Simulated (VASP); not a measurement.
# Ge8MoW3: single point with PBE

The system is Ge8MoW3.

```
Ge Mo W
1.0
     4.72641    0.00000    0.00000
     0.00000    4.72641    0.00000
     0.00000    0.00000    8.28589
Ge Mo W
8 1 3
Cartesian
  0.0000 0.0000 2.7938
  0.0000 2.3632 6.9443
  2.3632 0.0000 6.9443
  2.3632 2.3632 2.7974
  0.0000 0.0000 5.4921
  0.0000 2.3632 1.3416
  2.3632 0.0000 1.3416
  2.3632 2.3632 5.4885
  0.0000 0.0000 0.0000
  0.0000 2.3632 4.1429
  2.3632 0.0000 4.1429
  2.3632 2.3632 0.0000
```

```json
{
  "Program": "VASP 6.6.1",
  "Task": "single point",
  "Functional": "PBE",
  "Potentials or basis": "VASP PAW PBE potentials, release 64 (Ge_d, Mo_sv, W_sv)",
  "Cutoff": "520 eV",
  "k mesh": "8 × 8 × 6",
  "Occupations": "gaussian, width 0.1 eV",
  "Spin": "no spin polarisation"
}
```

| Quantity | Value |
| --- | --- |
| Pressure | 0.2 GPa |
| Largest force | 0.007 eV/Å |
| Band gap on the k mesh | zero (bands 84 and 85 overlap by 0.38 eV) |

Forces on the atoms (eV/Å):
```
Ge   0.000  0.000 -0.006
Ge   0.000  0.000 -0.007
Ge   0.000  0.000 -0.007
Ge   0.000  0.000 -0.006
Ge   0.000  0.000  0.006
Ge   0.000  0.000  0.007
Ge   0.000  0.000  0.007
Ge   0.000  0.000  0.006
Mo   0.000  0.000  0.000
W    0.000  0.000  0.000
W    0.000  0.000  0.000
W    0.000  0.000  0.000
```

Levels at points of the mesh, in eV from the Fermi level:
| k point | band 81 | band 82 | band 83 | band 84 | band 85 | band 86 | band 87 | band 88 |
| --- | --- | --- | --- | --- | --- | --- | --- | --- |
| (0.00, 0.00, 0.00) | -0.57 | -0.57 | -0.47 | -0.47 | 0.49 | 0.70 | 2.08 | 2.17 |
| (0.50, 0.00, 0.00) | -1.70 | -1.61 | -0.62 | -0.53 | 0.40 | 0.55 | 1.29 | 1.52 |
| (0.50, 0.50, 0.00) | -0.26 | -0.26 | -0.16 | -0.15 | 1.73 | 1.86 | 2.11 | 2.11 |
| (0.00, 0.00, 0.50) | -1.90 | -1.90 | -0.48 | -0.42 | 0.33 | 0.44 | 0.50 | 0.70 |
| (0.50, 0.00, 0.50) | -1.86 | -1.85 | -1.85 | -1.84 | 1.33 | 1.41 | 1.46 | 1.52 |
| (0.50, 0.50, 0.50) | -0.09 | -0.09 | 0.01 | 0.03 | 1.76 | 2.08 | 2.21 | 2.26 |

It took 30 min on 1 thread of Oxide Virtual Turin-like Processor, on a shared host, peak memory 0.8 GiB.

Caveat: spin-orbit coupling is left out, which moves the levels of the heavy elements.
